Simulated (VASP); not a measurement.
Input of a VASP 6.6.1 run:

Contents of INCAR:

```
ALGO = Normal
EDIFF = 1E-6
ENCUT = 520
GGA = PE
ISIF = 2
ISMEAR = 0
LASPH = True
LCHARG = False
LREAL = False
LWAVE = False
NBANDS = 34
NELM = 60
PREC = Accurate
SIGMA = 0.1
```

Contents of KPOINTS:

```
k-points
0
Gamma
  12 12 6
```

File POSCAR:

```
NbSnTe4
1.0
    5.4151893103      0.0000000000      0.0000000000
   -2.7075946552      4.6896915090      0.0000000000
    0.0000000000      0.0000000000      6.3669821790
Nb Sn Te
1 1 4
Direct
    0.0000000000      0.0000000000      0.5000000000
    0.0000000000      0.0000000000      0.0000000000
    0.3333333333      0.6666666667      0.7327006681
    0.3333333333      0.6666666667      0.2672993319
    0.6666666667      0.3333333333      0.7327006681
    0.6666666667      0.3333333333      0.2672993319
```

Potentials or basis: VASP PAW PBE potentials, release 64 (Nb_sv, Sn_d, Te).

The run is started by

```bash
$ cat potpaw_PBE.64/Nb_sv/POTCAR potpaw_PBE.64/Sn_d/POTCAR potpaw_PBE.64/Te/POTCAR > POTCAR
$ mpirun -np 1 vasp_std > vasp.out
```

(1) Estimate the largest force.

(2) What does it give for the pressure?

Answers

(1) 0.004 eV/Å.

(2) -0.1 GPa.
